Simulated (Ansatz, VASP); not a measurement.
# Two plane-wave programs on CaO

Contents of POSCAR:

```
CaO
1.0
    0.0000000000      2.3819660430      2.4055112252
    2.3819660430      0.0000000000      2.4055112252
    2.3819660430      2.3819660430      0.0000000000
Ca O
1 1
Direct
    0.0000000000      0.0000000000      0.0000000000
    0.5000000000      0.5000000000      0.5000000000
```

INCAR.step1

```
SYSTEM = CaO
PREC     = Accurate       ! precision mode
ENCUT    = 1480           ! plane-wave cutoff, eV
ISMEAR   = 0              ! smearing method
SIGMA    = 0.01           ! smearing width, eV
LREAL    = .FALSE.        ! projectors in reciprocal space
LASPH    = .TRUE.         ! aspherical terms in the spheres
NELM     = 120            ! most SCF steps
NBANDS   = 15             ! bands
GGA      = PE             ! functional
ALGO     = Normal         ! electronic algorithm
EDIFF    = 1E-5           ! SCF threshold, eV
LWAVE    = .TRUE.         ! write WAVECAR
LCHARG   = .FALSE.        ! write CHGCAR
GGA_COMPAT= .FALSE.
```

INCAR.step2

```
SYSTEM = CaO
PREC     = Accurate       ! precision mode
ENCUT    = 1480           ! plane-wave cutoff, eV
EDIFF    = 1E-6           ! SCF threshold, eV
ISMEAR   = 0              ! smearing method
SIGMA    = 0.01           ! smearing width, eV
LREAL    = .FALSE.        ! projectors in reciprocal space
LASPH    = .TRUE.         ! aspherical terms in the spheres
NELM     = 120            ! most SCF steps
ALGO     = Normal         ! electronic algorithm
ISIF     = 2              ! what is computed and relaxed
LWAVE    = .FALSE.        ! write WAVECAR
LCHARG   = .FALSE.        ! write CHGCAR
METAGGA  = R2SCAN         ! meta-GGA
LMIXTAU  = .TRUE.       
NBANDS   = 15             ! bands
ISTART   = 1            
GGA_COMPAT= .FALSE.
```

File KPOINTS:

```
regular mesh
0
G
  10 10 10
  0 0 0
```

Input for Ansatz:

```yaml
crystal:
  lattice:
    - [0.0, 2.381966043, 2.4055112252]
    - [2.381966043, 0.0, 2.4055112252]
    - [2.381966043, 2.381966043, 0.0]
  atoms:
    - { symbol: Ca, position: [0.0, 0.0, 0.0] }
    - { symbol: O, position: [0.5, 0.5, 0.5] }
kpoints:
  mp_grid: { grid: [10, 10, 10] }
  band_path:
    path:
      - [0.0, 0.0, 0.0]
      - [0.5, 0.0, 0.5]
      - [0.625, 0.25, 0.625]
      - [0.375, 0.375, 0.75]
      - [0.5, 0.5, 0.5]
      - [0.5, 0.25, 0.75]
    npoints: 1
hamiltonian:
  xc: r2scan
scf:
  occupations: { method: fixed }
  n_extra_bands: 4
output:
  forces: true
  stress: true
  eigenvalues: true
```

Change from the starting cell: epitaxial_xy strain -0.7%.

Alike in both runs: task single point; functional r2SCAN; k mesh 10 × 10 × 10; no spin polarisation.

```csv
,VASP,Ansatz
version,VASP 6.6.1,Ansatz 0.2.0
potentials or method,"VASP PAW PBE potentials, release 64 (Ca_sv, O_h)","plane waves, PAW"
plane-wave cutoff (eV),1480,500
occupations,"gaussian, width 0.01 eV",fixed
valence electrons in the cell,16,16
```

|  | VASP | Ansatz | Ansatz less VASP |
| --- | --- | --- | --- |
| gap on the k mesh at the Fermi level (eV) | 4.17 | 4.18 | +0.008 |
| pressure (GPa) | 2.2 | 1.2 | -1.03 |
| traceless stress, the component that is largest in VASP (GPa) | -1.25 | -1.17 | +0.076 |

VASP's potentials were made for PBE, not for r2SCAN.
